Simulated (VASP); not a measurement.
# InSb (F-43m) in VASP: elastic constants with PBEsol

Aim: the elastic constants of InSb with PBEsol.

Program: VASP 6.6.1. These are calculated values, not measurements. Logs are shortened: lines on timing, memory, paths and dates and some standing lists are left out, and cuts for length are marked.

### 1 The cell of the first run

It takes space group F-43m (No. 216, cubic). Conventional cell: a = 6.076 Å, b = 6.076 Å, c = 6.076 Å, α = 90.00°, β = 90.00°, γ = 90.00°. Within 3.5 Å of In (site symmetry -43m) lie 4 Sb at 2.63 Å. Within 3.5 Å of Sb (site symmetry -43m) lie 4 In at 2.63 Å.

### 2 Elastic constants, PBEsol

Contents of INCAR:

```
PREC = Accurate ; ENCUT = 600
EDIFF = 1E-8 ; ISMEAR = 0
SIGMA = 0.01 ; LREAL = F
LASPH = T ; NELM = 100
ALGO = Normal ; ISIF = 3
LWAVE = F ; LCHARG = F
GGA = PS ; NBANDS = 16
IBRION = 6 ; NFREE = 2
POTIM = 0.015 ; NSW = 1
```

Contents of KPOINTS:

```
regular mesh
0
Gamma
  12 12 12
```

Contents of POSCAR:

```
InSb
1.0
    0.0000000000      3.0377829116      3.0377829116
    3.0377829116      0.0000000000      3.0377829116
    3.0377829116      3.0377829116      0.0000000000
In Sb
1 1
Direct
    0.0000000000      0.0000000000      0.0000000000
    0.7500000000      0.7500000000      0.7500000000
```

Potentials or basis: VASP PAW PBE potentials, release 64 (In_d, Sb).

Run with:

```console
> cat potpaw_PBE.64/In_d/POTCAR potpaw_PBE.64/Sb/POTCAR > POTCAR
> mpirun -np 1 vasp_std > vasp.out
```

OUTCAR:

```text
PREC = Accurate
   ENCUT = 600
   EDIFF = 1E-8
   ISMEAR = 0
   LREAL = F
   LASPH = T
   NELM = 100
   ISIF = 3
   GGA = PS
   IBRION = 6
   NFREE = 2
   POTIM = 0.015
   NSW = 1

 ion  position               nearest neighbor table
   1  0.000  0.000  0.000-   2 2.63   2 2.63   2 2.63   2 2.63
   2  0.750  0.750  0.750-   1 2.63   1 2.63   1 2.63   1 2.63

  LATTYP: Found a face centered cubic cell.
 ALAT       =     6.0755658232

  Lattice vectors:

 A1 = (   0.0000000000,   3.0377829116,   3.0377829116)
 A2 = (   3.0377829116,   0.0000000000,   3.0377829116)
 A3 = (   3.0377829116,   3.0377829116,   0.0000000000)

Analysis of symmetry for initial positions (statically):
=====================================================================
 Subroutine PRICEL returns:
 Original cell was already a primitive cell.

 Routine SETGRP: Setting up the symmetry group for a
 face centered cubic supercell.

 Subroutine GETGRP returns: Found 24 space group operations
 (whereof 24 operations were pure point group operations)
 out of a pool of 48 trial point group operations.

The static configuration has the point symmetry T_d .

Analysis of symmetry for dynamics (positions and initial velocities):
=====================================================================
 Subroutine PRICEL returns:
 Original cell was already a primitive cell.

 Routine SETGRP: Setting up the symmetry group for a
 face centered cubic supercell.

 Subroutine GETGRP returns: Found 24 space group operations
 (whereof 24 operations were pure point group operations)
 out of a pool of 48 trial point group operations.

The dynamic configuration has the point symmetry T_d .

 Subroutine INISYM returns: Found 24 space group operations
 (whereof 24 operations are pure point group operations),
 and found     1 'primitive' translations

----------------------------------------------------------------------------------------

                                     Primitive cell

  volume of cell :      56.0661

  direct lattice vectors                    reciprocal lattice vectors
     0.000000000  3.037782912  3.037782912    -0.164593723  0.164593723  0.164593723
     3.037782912  0.000000000  3.037782912     0.164593723 -0.164593723  0.164593723
     3.037782912  3.037782912  0.000000000     0.164593723  0.164593723 -0.164593723

  length of vectors
     4.296073793  4.296073793  4.296073793     0.285084691  0.285084691  0.285084691

  position of ions in fractional coordinates (direct lattice)
     0.000000000  0.000000000  0.000000000
     0.750000000  0.750000000  0.750000000

  ion indices of the primitive-cell ions
   primitive index   ion index
                 1           1
                 2           2

----------------------------------------------------------------------------------------

 KPOINTS: regular mesh

Automatic generation of k-mesh.
 Grid dimensions read from file:
 generate k-points for:   12   12   12

 Generating k-lattice:

  Cartesian coordinates                     Fractional coordinates (reciprocal lattice)
    -0.013716144  0.013716144  0.013716144     0.083333333  0.000000000  0.000000000
[... 100 lines left out ...]

 number of electron      18.0000004 magnetization

 Free energy of the ion-electron system (eV)
  ---------------------------------------------------
  ext. energy  EPLUGINS =         0.00000000
  ---------------------------------------------------
  free energy    TOTEN  =        -7.19169250 eV

  energy without entropy =       -7.19169250  energy(sigma->0) =       -7.19169250

------------------------ aborting loop because EDIFF is reached ----------------------------------------

  FORCE on cell =-STRESS in cart. coord.  units (eV):
  Direction    XX          YY          ZZ          XY          YZ          ZX
  --------------------------------------------------------------------------------------
  -------------------------------------------------------------------------------------
  Total        5.2765511      5.2765511      5.2765511     -0.0000000      0.0000000      0.0000000
  in kB      150.7858293    150.7858293    150.7858293     -0.0000000      0.0000000      0.0000000
  external PRESSURE =     150.7858293 kB  Pullay stress =       0.0000000 kB
[... 89 lines left out ...]
  FREE ENERGIE OF THE ION-ELECTRON SYSTEM (eV)
  ---------------------------------------------------
  free  energy   TOTEN  =        -7.1078127079 eV

  energy  without entropy=       -7.1078127079  energy(sigma->0) =       -7.10781271

[... ionic steps 4 to 14 ...]

--------------------------------------- Ionic step       15  -------------------------------------------

 number of electron      18.0000001 magnetization

------------------------ aborting loop because EDIFF is reached ----------------------------------------
[... 67 lines left out ...]
--------------------------------------- Ionic step       17  -------------------------------------------

 number of electron      18.0000004 magnetization

 Free energy of the ion-electron system (eV)
  ---------------------------------------------------
  ext. energy  EPLUGINS =         0.00000000
  ---------------------------------------------------
  free energy    TOTEN  =        -7.19041983 eV

  energy without entropy =       -7.19041983  energy(sigma->0) =       -7.19041983

 E-fermi :   7.3993     XC(G=0):  -9.7182

 val. band max:        7.2954323198   @ k =   0.0000   0.0000   0.0000
 cond. band min:       8.0513130563   @ k =   0.0000   0.4167   0.4167
 fundamental gap:      0.7558807365
 Fermi energy:         7.3992938344

 k-point     1 :       0.0000    0.0000    0.0000
  band No.  band energies     occupation
      1      -7.8756      2.00000
      2      -7.8708      2.00000
      3      -7.8651      2.00000
      4      -7.7127      2.00000
      5      -7.7126      2.00000
      6      -4.9184      2.00000
[... 433 lines left out ...]
      3      -7.8218      2.00000
      4      -7.7176      2.00000
      5      -7.7110      2.00000
      6      -2.7788      2.00000
[... 8 lines left out ...]
     15      15.8475      0.00000
     16      16.1231      0.00000

 [... further k-points ...]
[... 5 lines left out ...]
  --------------------------------------------------------------------------------------
  -------------------------------------------------------------------------------------
  Total        5.2757482      5.2803014      5.2803014      0.0000000     -0.2510020      0.0000000
  in kB      150.7628845    150.8930004    150.8930004      0.0000000     -7.1727804      0.0000000
  external PRESSURE =     150.8496284 kB  Pullay stress =       0.0000000 kB
[... 17 lines left out ...]
  FREE ENERGIE OF THE ION-ELECTRON SYSTEM (eV)
  ---------------------------------------------------
  free  energy   TOTEN  =        -7.1904198269 eV

  energy  without entropy=       -7.1904198269  energy(sigma->0) =       -7.19041983

 INTERNAL STRAIN TENSORS FROM STRAINED CELLS
 ============================================

 INTERNAL STRAIN TENSOR FOR ION    1 for displacements in x,y,z  (eV/Angst):
          X           Y           Z          XY          YZ          ZX
  --------------------------------------------------------------------------------
  x     0.00000     0.00000     0.00000    -0.00000   -16.70580     0.00000
  y    -0.00000    -0.00000     0.00000    -0.00000     0.00000   -16.70612
  z     0.00000     0.00000     0.00000   -16.70639    -0.00000     0.00000

 INTERNAL STRAIN TENSORS FROM DISPLACED ATOMS
 ============================================

 INTERNAL STRAIN TENSOR FOR ION    1 for displacements in x,y,z  (eV/Angst):
          X           Y           Z          XY          YZ          ZX
  --------------------------------------------------------------------------------
  x     0.00000     0.00000     0.00000     0.00000   -16.74154     0.00000
  y     0.00000     0.00000     0.00000     0.00000     0.00000   -16.74154
  z     0.00000     0.00000     0.00000   -16.74154     0.00000     0.00000

 INTERNAL STRAIN TENSOR FOR ION    2 for displacements in x,y,z  (eV/Angst):
          X           Y           Z          XY          YZ          ZX
  --------------------------------------------------------------------------------
  x    -0.00000     0.00000     0.00000     0.00000    16.73682     0.00000
  y     0.00000    -0.00000     0.00000     0.00000     0.00000    16.73682
  z     0.00000     0.00000    -0.00000    16.73682     0.00000     0.00000

 Eigenvectors and eigenvalues of the dynamical matrix
 ----------------------------------------------------

   1 f  =    6.841720 THz    42.987796 2PiTHz  228.215220 cm-1    28.295068 meV
             X         Y         Z           dx          dy          dz
      0.000000  0.000000  0.000000     0.000000    0.717513    0.000000
      4.556674  4.556674  4.556674     0.000000   -0.696545    0.000000
[... 21 lines left out ...]
   6 f/i=    0.001217 THz     0.007649 2PiTHz    0.040609 cm-1     0.005035 meV
             X         Y         Z           dx          dy          dz
      0.000000  0.000000  0.000000     0.000000    0.000000   -0.696545
      4.556674  4.556674  4.556674     0.000000    0.000000   -0.717513

--------------------------------------------------------------------------------------------------------

 ELASTIC MODULI CONTR FROM IONIC RELAXATION (kBar)
 Direction    XX          YY          ZZ          XY          YZ          ZX
 --------------------------------------------------------------------------------
 XX          -0.0000     -0.0000     -0.0000      0.0000      0.0000      0.0000
 YY          -0.0000     -0.0000     -0.0000      0.0000      0.0000      0.0000
 ZZ          -0.0000     -0.0000     -0.0000      0.0000      0.0000      0.0000
 XY           0.0000      0.0000      0.0000   -707.5015     -0.0000      0.0000
 YZ           0.0000      0.0000      0.0000     -0.0000   -707.5015      0.0000
 ZX           0.0000      0.0000      0.0000      0.0000      0.0000   -707.5015
 --------------------------------------------------------------------------------

 TOTAL ELASTIC MODULI (kBar)
 Direction    XX          YY          ZZ          XY          YZ          ZX
 --------------------------------------------------------------------------------
 XX        1044.0557    857.7566    857.7566      0.0000     -0.0000     -0.0000
 YY         857.7566   1044.0557    857.7566      0.0000      0.0000      0.0000
 ZZ         857.7566    857.7566   1044.0557     -0.0000      0.0000     -0.0000
 XY           0.0000      0.0000     -0.0000    229.2672     -0.0000      0.0000
 YZ          -0.0000      0.0000      0.0000     -0.0000    229.2672      0.0000
 ZX          -0.0000      0.0000     -0.0000      0.0000      0.0000    229.2672
 --------------------------------------------------------------------------------
```

Run time: 32 min. Hardware: 1 thread of Intel Xeon 6975P-C (Granite Rapids), shared host; peak memory 0.88 GiB.

What came out:

```
Elastic constants C11, C12, C44                         : 104, 86, 23 GPa
Voigt bulk modulus                                      : 92 GPa
Highest phonon frequency at Γ, LO-TO splitting left out : 228 cm⁻¹
```

Phonon frequencies in cm⁻¹ (negative: imaginary):
```csv
q point,frequencies
"(0.000, 0.000, 0.000)",0 0 0 228 228 228
```

Elastic tensor in Voigt notation (GPa, in the Cartesian axes of the cell as first typed):
```
104  86  86   0   0   0
 86 104  86   0   0   0
 86  86 104   0   0   0
  0   0   0  23   0   0
  0   0   0   0  23   0
  0   0   0   0   0  23
```

Clamped-ion elastic tensor (GPa):
```
104  86  86   0   0   0
 86 104  86   0   0   0
 86  86 104   0   0   0
  0   0   0  94   0   0
  0   0   0   0  94   0
  0   0   0   0   0  94
```

Caveat: the cell is under stress, which shifts elastic constants; the PAW data sets were made with another functional, which shifts forces and pressure a little; spin-orbit coupling is left out, which moves the levels of the heavy elements.
